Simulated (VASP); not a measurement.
# Au (Imm2) in VASP: further runs

Runs on Au. Level: PBE. Tasks: single point.

Program: VASP 6.6.1. These are calculated values, not measurements. Logs are shortened: lines on timing, memory, paths and dates and some standing lists are left out, and cuts for length are marked.

## (1) The cell of the first run

Symmetry: Imm2, No. 44, orthorhombic system. Conventional cell: a = 5.771 Å, b = 8.161 Å, c = 5.771 Å, α = 90.00°, β = 90.00°, γ = 90.00°. Au (site symmetry 1) has 11 Au at 2.80 to 3.82 Å within 3.9 Å. Au (site symmetry mm2) has 12 Au at 2.80 to 3.75 Å within 3.8 Å. Au (site symmetry mm2) has 12 Au at 2.82 to 3.75 Å within 3.8 Å. Au (site symmetry mm2) has 12 Au at 2.80 to 2.97 Å within 3.7 Å.

## (2) Single point, PBE

INCAR

```
SYSTEM = Au
  PREC = Accurate
  ENCUT = 520
  EDIFF = 1E-7
  ISMEAR = -1
  SIGMA = 0.1
  LREAL = .FALSE.
  LASPH = .TRUE.
  NELM = 80
  ALGO = Normal
  ISIF = 2
  LWAVE = .FALSE.
  LCHARG = .FALSE.
  GGA = PE
  NBANDS = 48
```

KPOINTS

```
Automatic mesh
0
G
  3 3 3
  0 0 0
```

POSCAR

```
Au
1.0
    0.0000000000      4.0807397400      4.0807397400
    4.0807397400      0.0000000000      4.0807397400
    4.0807397400      4.0807397400      0.0000000000
Au
7
Direct
   -0.0196937333      0.0063236084     -0.0099246712
   -0.0197161557      0.5213639280     -0.0099328805
    0.0092478331      0.4979530991      0.4928701971
    0.4240157693     -0.0020221824      0.0781010357
    0.5120581397     -0.0104052213      0.5218308777
    0.4939233150      0.4979559172      0.0081993712
    0.5120330217      0.4745900556      0.5218204629
```

Potentials or basis: VASP PAW PBE potentials, release 64 (Au).

Command:

```sh
$ cat potpaw_PBE.64/Au/POTCAR > POTCAR
$ mpirun -np 1 vasp_std > vasp.out
```

OUTCAR:

```text
SYSTEM = Au
   PREC = Accurate
   ENCUT = 520
   EDIFF = 1E-7
   ISMEAR = -1
   LREAL = .FALSE.
   LASPH = .TRUE.
   NELM = 80
   ISIF = 2
   GGA = PE

 ion  position               nearest neighbor table
   1  0.980  0.006  0.990-   2 2.80   4 2.82   6 2.82   3 2.86   5 2.90   5 2.90   3 2.92   6 2.95
                             2 2.97   4 3.01
   2  0.980  0.521  0.990-   1 2.80   4 2.82   6 2.82   3 2.86   7 2.90   7 2.90   3 2.92   6 2.95
                             1 2.97   4 3.01
   3  0.009  0.498  0.493-   6 2.80   5 2.86   1 2.86   7 2.86   2 2.86   7 2.92   2 2.92   1 2.92
                             5 2.92   6 2.97
   4  0.424  0.998  0.078-   1 2.82   7 2.82   2 2.82   5 2.82   6 2.91   6 2.91   2 3.01   5 3.01
                             7 3.01   1 3.01
   5  0.512  0.990  0.522-   7 2.80   4 2.82   6 2.82   3 2.86   1 2.90   1 2.90   3 2.92   6 2.95
                             7 2.97   4 3.01
   6  0.494  0.498  0.008-   3 2.80   2 2.82   5 2.82   7 2.82   1 2.82   4 2.91   4 2.91   1 2.95
                             7 2.95   5 2.95   2 2.95   3 2.97
   7  0.512  0.475  0.522-   5 2.80   4 2.82   6 2.82   3 2.86   2 2.90   2 2.90   3 2.92   6 2.95
                             5 2.97   4 3.01

  LATTYP: Found a face centered cubic cell.
 ALAT       =     8.1614794800

  Lattice vectors:

 A1 = (   0.0000000000,   4.0807397400,   4.0807397400)
 A2 = (   4.0807397400,   0.0000000000,   4.0807397400)
 A3 = (   4.0807397400,   4.0807397400,   0.0000000000)

Analysis of symmetry for initial positions (statically):
=====================================================================
 Subroutine PRICEL returns:
 Original cell was already a primitive cell.

 Routine SETGRP: Setting up the symmetry group for a
 face centered cubic supercell.

 Subroutine GETGRP returns: Found  1 space group operations
 (whereof  1 operations were pure point group operations)
 out of a pool of 48 trial point group operations.

The static configuration has the point symmetry C_1 .

Analysis of symmetry for dynamics (positions and initial velocities):
=====================================================================
 Subroutine PRICEL returns:
 Original cell was already a primitive cell.

 Routine SETGRP: Setting up the symmetry group for a
 face centered cubic supercell.

 Subroutine GETGRP returns: Found  1 space group operations
 (whereof  1 operations were pure point group operations)
 out of a pool of 48 trial point group operations.

The dynamic configuration has the point symmetry C_1 .

 Subroutine INISYM returns: Found  1 space group operations
 (whereof  1 operations are pure point group operations),
 and found     1 'primitive' translations

----------------------------------------------------------------------------------------

                                     Primitive cell

  volume of cell :     135.9085

  direct lattice vectors                    reciprocal lattice vectors
     0.000000000  4.080739740  4.080739740    -0.122526804  0.122526804  0.122526804
     4.080739740  0.000000000  4.080739740     0.122526804 -0.122526804  0.122526804
     4.080739740  4.080739740  0.000000000     0.122526804  0.122526804 -0.122526804

  length of vectors
     5.771037485  5.771037485  5.771037485     0.212222651  0.212222651  0.212222651

  position of ions in fractional coordinates (direct lattice)
     0.980306267  0.006323608  0.990075329
     0.980283844  0.521363928  0.990067119
     0.009247833  0.497953099  0.492870197
     0.424015769  0.997977818  0.078101036
     0.512058140  0.989594779  0.521830878
     0.493923315  0.497955917  0.008199371
     0.512033022  0.474590056  0.521820463

  ion indices of the primitive-cell ions
   primitive index   ion index
                 1           1
                 2           2
                 3           3
                 4           4
                 5           5
                 6           6
                 7           7

----------------------------------------------------------------------------------------

 KPOINTS: Automatic mesh

Automatic generation of k-mesh.
 Grid dimensions read from file:
 generate k-points for:    3    3    3

 Generating k-lattice:

  Cartesian coordinates                     Fractional coordinates (reciprocal lattice)
    -0.040842268  0.040842268  0.040842268     0.333333333  0.000000000  0.000000000
     0.040842268 -0.040842268  0.040842268     0.000000000  0.333333333  0.000000000
     0.040842268  0.040842268 -0.040842268     0.000000000  0.000000000  0.333333333

  Length of vectors
     0.070740884  0.070740884  0.070740884

  Shift w.r.t. Gamma in fractional coordinates (k-lattice)
     0.000000000  0.000000000  0.000000000

 Subroutine IBZKPT returns following result:
 ===========================================

 Found     14 irreducible k-points:

 Following reciprocal coordinates:
            Coordinates               Weight
  0.000000  0.000000  0.000000      1.000000
  0.333333  0.000000  0.000000      2.000000
  0.000000  0.333333  0.000000      2.000000
  0.000000  0.000000  0.333333      2.000000
  0.333333  0.333333  0.333333      2.000000
  0.333333  0.333333  0.000000      2.000000
  0.000000  0.333333  0.333333      2.000000
  0.333333  0.000000  0.333333      2.000000
 -0.333333  0.333333  0.000000      2.000000
  0.000000 -0.333333  0.333333      2.000000
  0.333333  0.000000 -0.333333      2.000000
  0.333333  0.333333 -0.333333      2.000000
 -0.333333  0.333333 -0.333333      2.000000
  0.333333 -0.333333 -0.333333      2.000000
   k-points           NKPTS =     14   k-points in BZ     NKDIM =     14   number of bands    NBANDS=     48
   number of dos      NEDOS =    301   number of ions     NIONS =      7
   total plane-waves  NPLWV = 110592
   dimension x,y,z NGX =    48 NGY =   48 NGZ =   48
   dimension x,y,z NGXF=    96 NGYF=   96 NGZF=   96
   ions per type =               7
   NGX,Y,Z   is equivalent  to a cutoff of  13.83, 13.83, 13.83 a.u.
   NGXF,Y,Z  is equivalent  to a cutoff of  27.65, 27.65, 27.65 a.u.
 SYSTEM =  Au
   PREC   = accura    normal or accurate (medium, high low for compatibility)
   ISTART =      0    job   : 0-new  1-cont  2-samecut
   ICHARG =      2    charge: 1-file 2-atom 10-const
   ISPIN  =      1    spin polarized calculation?
   LNONCOLLINEAR =      F non collinear calculations
   LSORBIT =      F    spin-orbit coupling
   LASPH  =      T    aspherical Exc in radial PAW
   ENCUT  =  520.0 eV  38.22 Ry    6.18 a.u.  10.73 10.73 10.73*2*pi/ulx,y,z
   NELM   =     80;   NELMIN=  2; NELMDL= -5     # of ELM steps
   EDIFF  = 0.1E-06   stopping-criterion for ELM
   LREAL  =      F    real-space projection
   EDIFFG = 0.1E-05   stopping-criterion for IOM
   NSW    =      0    number of steps for IOM
   IBRION =     -1    ionic relax: 0-MD 1-quasi-New 2-CG
   NFREE  =      0    steps in history (QN), initial steepest desc. (CG)
   ISIF   =      2    stress and relaxation
   ISYM   =      2    0-nonsym 1-usesym 2-fastsym
   POTIM  = 0.5000    time-step for ionic-motion
   TEBEG  =    0.0;   TEEND  =   0.0 temperature during run
   PSTRESS=    0.0 pullay stress
   NELECT =      77.0000    total number of electrons
   NUPDOWN=      -1.0000    fix difference up-down
   EMIN   =  10.00;   EMAX   =-10.00  energy-range for DOS
   EFERMI =   0.00;   METHOD = LEGACY
   ISMEAR =    -1;   SIGMA  =   0.10  broadening in eV -4-tet -1-fermi 0-gaus
   EFERMI_NEDOS =   21; number of points for ismear=-14 and -15
   IALGO  =     38    algorithm
   IMIX   =      4    mixing-type and parameters
     AMIX     =   0.40;   BMIX     =  1.00
     AMIX_MAG =   1.60;   BMIX_MAG =  1.00
  volume/ion in A,a.u.               =      19.42       131.02
  Fermi-wavevector in a.u.,A,eV,Ry     =   1.354637  2.559892 24.967244  1.835041
  Thomas-Fermi vector in A             =   2.481792
   LORBIT       =      0    0 simple, 1 ext, 2 COOP (PROOUT), +10 PAW based schemes
   GGA     = PE    functional components
   LHFCALC =     F    Hartree Fock is set to
   AEXX    =    0.0000 exact exchange contribution
   IVDW    =     0    specifies the selected vdW correction
   LEPSILON=     F    determine dielectric tensor
   LRPA    =     F    only Hartree local field effects (RPA)
 non-spin polarized calculation
  energy-cutoff  :      520.00
  volume of cell :      135.91
 maximum number of plane-waves:      3695
 NGX is ok and might be reduce to    48
   NGX = 21   NGY = 21   NGZ = 21

 number of electron      76.9999999 magnetization

 Free energy of the ion-electron system (eV)
  ---------------------------------------------------
  ext. energy  EPLUGINS =         0.00000000
  ---------------------------------------------------
  free energy    TOTEN  =       -21.69979409 eV

  energy without entropy =      -21.51376883  energy(sigma->0) =      -21.60678146

 E-fermi :   7.7579     XC(G=0): -11.8049

 val. band max:        7.7340290919   @ k =   0.0000   0.0000   0.0000
 cond. band min:       7.8241945382   @ k =  -0.3333   0.3333   0.0000
 fundamental gap:      0.0901654463
 Fermi energy:         7.7579446484

 k-point     1 :       0.0000    0.0000    0.0000
  band No.  band energies     occupation
      1      -1.5104      2.00000
      2       0.6158      2.00000
      3       0.6868      2.00000
      4       0.7281      2.00000
      5       0.7635      2.00000
      6       1.2522      2.00000
[... 40 lines left out ...]
     47      11.7279      0.00000
     48      13.2281      0.00000

 k-point     2 :       0.3333    0.0000    0.0000
  band No.  band energies     occupation
      1      -0.6612      2.00000
      2       0.6858      2.00000
      3       1.1146      2.00000
      4       1.2167      2.00000
      5       1.2640      2.00000
      6       1.7464      2.00000
[... 604 lines left out ...]
 k-point    14 :       0.3333   -0.3333   -0.3333
  band No.  band energies     occupation
      1       0.4563      2.00000
      2       0.9453      2.00000
      3       1.3019      2.00000
      4       1.7906      2.00000
      5       1.9196      2.00000
      6       2.0195      2.00000
[... 40 lines left out ...]
     47      15.2348      0.00000
     48      16.7790      0.00000

------------------------ aborting loop because EDIFF is reached ----------------------------------------

  FORCE on cell =-STRESS in cart. coord.  units (eV):
  Direction    XX          YY          ZZ          XY          YZ          ZX
  --------------------------------------------------------------------------------------
  -------------------------------------------------------------------------------------
  Total        0.6956040      0.9291721      0.6962379      0.0000408      0.0001676      0.1330860
  in kB        8.2002293     10.9536801      8.2077021      0.0004808      0.0019760      1.5689036
  external PRESSURE =       9.1205371 kB  Pullay stress =       0.0000000 kB

 VOLUME and BASIS-vectors are now :
 -----------------------------------------------------------------------------
  energy-cutoff  :      520.00
  volume of cell :      135.91
      direct lattice vectors                 reciprocal lattice vectors
     0.000000000  4.080739740  4.080739740    -0.122526804  0.122526804  0.122526804
     4.080739740  0.000000000  4.080739740     0.122526804 -0.122526804  0.122526804
     4.080739740  4.080739740  0.000000000     0.122526804  0.122526804 -0.122526804

 POSITION                                       TOTAL-FORCE (eV/Angst)
 -----------------------------------------------------------------------------------
      4.06604      8.04061      4.02618         0.094415      0.093473     -0.049297
      6.16776      8.04049      6.12783         0.049182      0.093638     -0.094320
      4.04329      2.04901      2.06976         0.091358     -0.000007     -0.091326
      4.39120      2.04901      5.80279        -0.439957      0.000065      0.439747
      6.16773      4.21903      6.12785         0.049198     -0.093657     -0.094319
      2.06549      2.04903      4.04760         0.061500     -0.000038     -0.061300
      4.06609      4.21889      4.02615         0.094305     -0.093473     -0.049185
 -----------------------------------------------------------------------------------
    total drift:                               -0.000018      0.000004     -0.000047

  FREE ENERGIE OF THE ION-ELECTRON SYSTEM (eV)
  ---------------------------------------------------
  free  energy   TOTEN  =       -21.6997940869 eV

  energy  without entropy=      -21.5137688258  energy(sigma->0) =      -21.60678146
```

Run time: 3.4 min. Hardware: 1 thread of Intel Xeon 8259CL, shared host; peak memory 0.34 GiB.

What came out:

| Property | Result |
| --- | --- |
| Free energy | -21.6998 eV |
| Pressure | 0.9 GPa |
| Largest force | 0.622 eV/Å |
| Band gap on the k mesh | zero (an odd number of electrons rules out a gap without spin polarisation) |

Forces in eV/Å, atoms in the order of the input:
```
Au   0.094  0.093 -0.049
Au   0.049  0.094 -0.094
Au   0.091  0.000 -0.091
Au  -0.440  0.000  0.440
Au   0.049 -0.094 -0.094
Au   0.061  0.000 -0.061
Au   0.094 -0.093 -0.049
```

Stress tensor (GPa, compression positive):
```
0.82 0.00 0.16
0.00 1.10 0.00
0.16 0.00 0.82
```

Caveat: the k points lie up to 0.44 Å⁻¹ apart, too coarse for converged energies and pressures of a metal; spin-orbit coupling is left out, which moves the levels of the heavy elements.

## (3) Single point, PBE

INCAR: that of step 2 with these lines changed.

```diff
@@ -3,3 +3,3 @@
   ENCUT = 520
-  EDIFF = 1E-7
+  EDIFF = 1E-6
   ISMEAR = -1
@@ -8,3 +8,3 @@
   LASPH = .TRUE.
-  NELM = 80
+  NELM = 60
   ALGO = Normal
```

KPOINTS

```
regular mesh
0
G
  3 3 3
  0 0 0
```

POSCAR

```
Au
1.0
    0.0000000000      4.0807397400      4.0807397400
    4.0807397400      0.0000000000      4.0807397400
    4.0807397400      4.0807397400      0.0000000000
Au
7
Direct
   -0.0278213038      0.0118215086     -0.0195936289
   -0.0278684766      0.5333983882     -0.0196251183
    0.0144258158      0.4978778676      0.4875174911
    0.3385231816     -0.0020550196      0.1634176749
    0.5215740615     -0.0160399840      0.5298061474
    0.4891021303      0.4978828912      0.0128414217
    0.5215287266      0.4624644354      0.5297715948
```

Potentials or basis: VASP PAW PBE potentials, release 64 (Au).

Command:

```sh
$ cat potpaw_PBE.64/Au/POTCAR > POTCAR
$ mpirun -np 1 vasp_std > vasp.out
```

Run time: 3 min. Hardware: 1 thread of Intel Xeon 8259CL, shared host; peak memory 0.34 GiB.

The run converged. Its results:

| Property | Result |
| --- | --- |
| Free energy | -21.3277 eV |
| Pressure | 1.4 GPa |
| Largest force | 0.653 eV/Å |
| Band gap on the k mesh | zero (an odd number of electrons rules out a gap without spin polarisation) |

Forces in eV/Å, atoms in the order of the input:
```
Au   0.084  0.007 -0.086
Au   0.086  0.007 -0.084
Au   0.093  0.000 -0.093
Au  -0.461  0.000  0.461
Au   0.086 -0.007 -0.084
Au   0.030  0.000 -0.030
Au   0.084 -0.007 -0.086
```

Stress tensor (GPa, compression positive):
```
0.83 0.00 0.30
0.00 2.57 0.00
0.30 0.00 0.84
```

Levels at points of the mesh, in eV from the Fermi level:
| k point | band 37 | band 38 | band 39 | band 40 | band 41 | band 42 |
| --- | --- | --- | --- | --- | --- | --- |
| (0.00, 0.00, 0.00) | -0.30 | -0.10 | 0.12 | 0.57 | 1.93 | 2.25 |

Caveat: the k points lie up to 0.44 Å⁻¹ apart, too coarse for converged energies and pressures of a metal; spin-orbit coupling is left out, which moves the levels of the heavy elements.

## (4) Single point, PBE

INCAR

```
PREC     = Accurate       # precision mode
ENCUT    = 520            # plane-wave cutoff, eV
EDIFF    = 1E-6           # SCF threshold, eV
ISMEAR   = -1             # smearing method
SIGMA    = 0.1            # smearing width, eV
LREAL    = False          # projectors in reciprocal space
LASPH    = True           # aspherical terms in the spheres
NELM     = 80             # most SCF steps
ALGO     = Normal         # electronic algorithm
ISIF     = 2              # what is computed and relaxed
LWAVE    = False          # write WAVECAR
LCHARG   = True           # write CHGCAR
GGA      = PE             # functional
LELF     = True           # ELF
LVHAR    = True         
NBANDS   = 48             # bands
```

KPOINTS

```
regular mesh
0
Gamma
  3 3 3
```

POSCAR

```
Au
1.0
    0.0000000000      4.0807397400      4.0807397400
    4.0807397400      0.0000000000      4.0807397400
    4.0807397400      4.0807397400      0.0000000000
Au
7
Direct
   -0.0223547704      0.0116998395     -0.0254034824
   -0.0224088047      0.5332791696     -0.0254320311
    0.0100584704      0.4977747000      0.4915326945
    0.1606042144     -0.0021704398      0.3409857253
    0.5270277295     -0.0161529537      0.5239932307
    0.4847421365      0.4977495820      0.0168490285
    0.5269874182      0.4623515882      0.5239531644
```

Command:

```sh
$ cat potpaw_PBE.64/Au/POTCAR > POTCAR
$ mpirun -np 1 vasp_std > vasp.out
```

Run time: 3.2 min. Hardware: 1 thread of Intel Xeon 8259CL, shared host; peak memory 0.34 GiB.

It converged, with:

* Free energy: -21.3278 eV
* Pressure: 1.4 GPa
* Largest force: 0.653 eV/Å
* Band gap on the k mesh: zero (an odd number of electrons rules out a gap without spin polarisation)

Forces on the atoms (eV/Å):
```
Au  -0.086  0.007  0.084
Au  -0.084  0.007  0.086
Au  -0.030  0.000  0.030
Au   0.462  0.000 -0.462
Au  -0.084 -0.007  0.086
Au  -0.093  0.000  0.093
Au  -0.086 -0.007  0.084
```

Stress tensor (GPa, compression positive):
```
0.84 0.00 0.30
0.00 2.57 0.00
0.30 0.00 0.83
```

Levels at points of the mesh, in eV from the Fermi level:
```csv
k point,band 37,band 38,band 39,band 40,band 41,band 42
"(0.00, 0.00, 0.00)",-0.30,-0.10,0.12,0.57,1.93,2.25
```

Caveat: the k points lie up to 0.44 Å⁻¹ apart, too coarse for converged energies and pressures of a metal; spin-orbit coupling is left out, which moves the levels of the heavy elements.

## (5) Single point, PBE

INCAR

```
PREC = Accurate
ENCUT = 520
EDIFF = 1E-7
ISMEAR = -1
SIGMA = 0.1
LREAL = F
LASPH = T
NELM = 100
ALGO = Normal
ISIF = 2
LWAVE = F
LCHARG = F
GGA = PE
NBANDS = 48
```

KPOINTS

```
Automatic mesh
0
Gamma
  3 3 3
```

POSCAR

```
Au
1.0
    0.0000000000      4.0807397400      4.0807397400
    4.0807397400      0.0000000000      4.0807397400
    4.0807397400      4.0807397400      0.0000000000
Au
7
Direct
   -0.0128522041      0.0060835784     -0.0174464692
   -0.0128824682      0.5211187519     -0.0174536982
    0.0052435346      0.4977292426      0.4961711917
    0.0750867538     -0.0022543707      0.4263269924
    0.5188732031     -0.0106329986      0.5142897204
    0.4899288186      0.4977104960      0.0114866429
    0.5188547016      0.4743681595      0.5142751397
```

Command:

```sh
$ cat potpaw_PBE.64/Au/POTCAR > POTCAR
$ mpirun -np 1 vasp_std > vasp.out
```

Run time: 3.2 min. Hardware: 1 thread of Intel Xeon 8259CL, shared host; peak memory 0.34 GiB.

Results (log left out):

```
Free energy            : -21.7001 eV
Pressure               : 0.9 GPa
Largest force          : 0.622 eV/Å
Band gap on the k mesh : zero (an odd number of electrons rules out a gap without spin polarisation)
```

Forces in eV/Å, atoms in the order of the input:
```
Au  -0.049  0.094  0.094
Au  -0.094  0.094  0.049
Au  -0.061  0.000  0.061
Au   0.439  0.000 -0.440
Au  -0.094 -0.094  0.049
Au  -0.091  0.000  0.091
Au  -0.049 -0.094  0.094
```

Stress tensor (GPa, compression positive):
```
0.82 0.00 0.16
0.00 1.09 0.00
0.16 0.00 0.82
```

Levels at points of the mesh, in eV from the Fermi level:
```csv
k point,band 36,band 37,band 38,band 39,band 40,band 41,band 42,band 43
"(0.00, 0.00, 0.00)",-1.64,-0.51,-0.22,-0.11,-0.02,2.03,2.19,2.29
```

Caveat: the k points lie up to 0.44 Å⁻¹ apart, too coarse for converged energies and pressures of a metal; spin-orbit coupling is left out, which moves the levels of the heavy elements.

## (6) The runs side by side

| cell | gap on the mesh (eV) | pressure (GPa) | largest force (eV/Å) |
| --- | --- | --- | --- |
| as given, atomic positions A | none | 0.9 | 0.62 |
| as given, atomic positions B | none | 1.4 | 0.65 |
| as given, atomic positions C | none | 1.4 | 0.65 |

Alike in all rows: task single point; level PBE; potentials or basis VASP PAW PBE potentials, release 64 (Au); no spin polarisation; k mesh 3 × 3 × 3; cutoff (eV) 520; smearing fermi-dirac 0.1 eV.

Caveats: all runs use coarse meshes; spin-orbit coupling is left out, which moves the levels of the heavy elements.

Total energies depend on the potentials used, so only differences within one code and one set of settings carry meaning.

The gap in the log of VASP goes by the Fermi energy; the results here count the filled bands.